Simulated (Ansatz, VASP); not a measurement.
**Two plane-wave programs on Os**

```
Os
1.0
     0.00000    1.92204    1.92204
     1.92204    0.00000    1.92204
     1.92204    1.92204    0.00000
Os
1
Direct
  0.42100 0.88900 0.34300
```

Alike in both runs: task single point; functional PBE; k mesh 4 × 4 × 4; no spin polarisation.

|  | VASP | Ansatz |
| --- | --- | --- |
| version | VASP 6.6.1 | Ansatz 0.2.0 |
| potentials or method | VASP PAW PBE potentials, release 64 (Os), cutoff 520 eV | scalar-relativistic, plane waves, PAW |
| occupations | methfessel-paxton of order 1, width 0.02 eV | cold, width 0.02 eV |
| valence electrons in the cell | 8 | 16 |

```csv
,VASP,Ansatz,Ansatz less VASP
gap on the k mesh at the Fermi level (eV),none,none,-
pressure (GPa),3.0,3.0,-0.01
```

A gap of «none» marks a metal or a gap that the smearing closes. VASP's potentials hold 8 valence electrons a cell and Ansatz's 16, so a difference there can come from the potentials and not from the codes. Ansatz's warnings: optics on partly filled bands.

The k mesh is coarse, so the values compare programs but aren't converged. Neither program's run includes spin-orbit coupling.
